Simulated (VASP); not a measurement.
A run of VASP 6.6.1 is set up as follows.

The input INCAR:

```
SYSTEM = N
ALGO = Normal ; EDIFF = 1E-6
ENCUT = 520 ; GGA = PS
ISIF = 2 ; ISMEAR = 0
LASPH = .True. ; LCHARG = .True.
LELF = .True. ; LREAL = .False.
LVHAR = .True. ; LWAVE = .False.
NBANDS = 30 ; NELM = 100
PREC = Accurate ; SIGMA = 0.05
```

File KPOINTS:

```
k-points
0
Gamma
  6 6 2
  0 0 0
```

The input POSCAR:

```
N
1.0
   -4.6258169325      0.0000000000      0.0000000000
   -2.3129084662     -4.0060749768      0.0000000000
   -0.3854847444      0.6676791628     15.2224973438
N
8
Direct
    0.1929749298      0.4736917369      0.8421504213
    0.2697390388      0.3969276279      0.3815657673
    0.2050173554      0.4616493113      0.7698958677
    0.2817814644      0.3848852023      0.3093112137
    0.6414544266      0.6918789067      0.1512734403
    0.5646903176      0.7686430157      0.6118580943
    0.6534968522      0.6798364811      0.0790188867
    0.5767327432      0.7566005901      0.5396035407
```

Potentials or basis: VASP PAW PBE potentials, release 64 (N).

Run with:

```sh
$ cat potpaw_PBE.64/N/POTCAR > POTCAR
$ mpirun -np 1 vasp_std > vasp.out
```

Q: Predict the largest force.

A: 1.895 eV/Å.

Q: Predict the pressure.

A: 1.4 GPa.

Forces in eV/Å, atoms in the order of the input:
```
N   -0.002  0.001  1.895
N    0.000  0.000  1.884
N    0.001 -0.001 -1.890
N    0.000  0.000 -1.884
N   -0.001  0.001  1.890
N    0.000  0.000  1.884
N    0.002 -0.001 -1.895
N    0.000  0.000 -1.884
```

Caveat: the cell differs from its parent crystal (the part above a cut slid along it); the standard files for N, O and F lose accuracy on very short bonds; this functional lacks dispersion, which holds the molecules together, so the pressure and a relaxed volume are unreliable; the PAW data sets were made with another functional, which shifts forces and pressure a little.
